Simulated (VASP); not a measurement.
Input of a VASP 6.6.1 run:

File INCAR:

```
SYSTEM = LaScF2
PREC = Accurate ; ENCUT = 910
EDIFF = 1E-6 ; ISMEAR = 0
SIGMA = 0.1 ; LREAL = .FALSE.
LASPH = .TRUE. ; NELM = 200
ALGO = Normal ; ISIF = 2
LWAVE = .FALSE. ; LCHARG = .TRUE.
GGA = PE ; LELF = .TRUE.
LVHAR = .TRUE. ; NBANDS = 26
GGA_COMPAT = .FALSE. ; LMAXMIX = 6
```

The input KPOINTS:

```
Automatic mesh
0
G
  6 6 2
  0 0 0
```

POSCAR

```
LaScF2
1.0
    3.7101415424      0.0000000029      0.0000000000
   -1.8550707738      3.2130768259      0.0000000000
    0.0000000000      0.0000000000      8.7033694387
La Sc F
1 1 2
Direct
    0.0000000000      0.0000000000      0.5000000000
    0.0000000000      0.0000000000      0.0000000000
    0.0000000000      0.0000000000      0.2297889134
    0.0000000000      0.0000000000      0.7702110866
```

Potentials or basis: VASP PAW PBE potentials, release 64 (La, Sc_sv, F_h).

Run with:

```sh
$ cat potpaw_PBE.64/La/POTCAR potpaw_PBE.64/Sc_sv/POTCAR potpaw_PBE.64/F_h/POTCAR > POTCAR
$ mpirun -np 1 vasp_std > vasp.out
```

**Question.** What does it give for the largest force?

**Answer.** 0.109 eV/Å.

**Question.** Predict the band gap on the k mesh.

**Answer.** Zero (bands 18 and 19 overlap by 0.09 eV).

**Question.** What does it give for the pressure?

**Answer.** -0.1 GPa.

Forces in eV/Å, atoms in the order of the input:
```
La   0.000  0.000  0.000
Sc   0.000  0.000  0.000
F    0.000  0.000  0.109
F    0.000  0.000 -0.109
```

Caveat: the k points lie up to 0.36 Å⁻¹ apart; the cutoff is under 1.25 times the usual one of these potentials, so pressure, stress and relaxed cells hold a basis-set (Pulay) error; spin-orbit coupling is left out, which moves the levels of the heavy elements.
